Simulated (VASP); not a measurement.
Wanted: the native input for a VASP 6.6.1 run.

```
Task                   : single point
Functional             : PBE
Potentials or basis    : VASP PAW PBE potentials, release 64 (Ca_sv, Hf_pv)
Cutoff                 : 520 eV
k mesh                 : 6 × 6 × 8
Occupations            : gaussian, width 0.1 eV
Spin                   : no spin polarisation
Dipole correction      : no
Further INCAR settings : ALGO = Fast; EDIFF = 1e-06; NBANDS = 33
```

The structure of CaHf4 lies in POSCAR:

```
CaHf4
1.0
    5.9241179580      0.0000000000      0.0000000000
   -2.9620589790      5.1304366466      0.0000000000
    0.0000000000      0.0000000000      5.1784270355
Ca Hf
1 4
Direct
    0.0000000000      0.0000000000      0.5000000000
    0.5000000000      0.0000000000      0.5000000000
    0.0000000000      0.5000000000      0.5000000000
    0.5000000000      0.5000000000      0.5000000000
    0.0000000000      0.0000000000      0.0000000000
```

One way to write it, as run:

INCAR

```
SYSTEM = CaHf4
ALGO = Fast
EDIFF = 1E-6
ENCUT = 520
GGA = PE
ISIF = 2
ISMEAR = 0
LASPH = .TRUE.
LCHARG = .FALSE.
LREAL = .FALSE.
LWAVE = .FALSE.
NBANDS = 33
NELM = 60
PREC = Accurate
SIGMA = 0.1
```

KPOINTS

```
k-points
0
G
  6 6 8
  0 0 0
```

Potentials or basis: VASP PAW PBE potentials, release 64 (Ca_sv, Hf_pv).

Launch:

```sh
$ cat potpaw_PBE.64/Ca_sv/POTCAR potpaw_PBE.64/Hf_pv/POTCAR > POTCAR
$ mpirun -np 1 vasp_std > vasp.out
```

Results of the run:

| Quantity | Value |
| --- | --- |
| Pressure | -0.2 GPa |
| Band gap on the k mesh | zero (bands 25 and 26 overlap by 0.60 eV) |

Caveat: spin-orbit coupling is left out, which moves the levels of the heavy elements.

Run time: 4.1 min on 1 thread of Intel(R) Xeon(R) 6975P-C (Granite Rapids), on a shared host, peak memory 0.39 GiB.
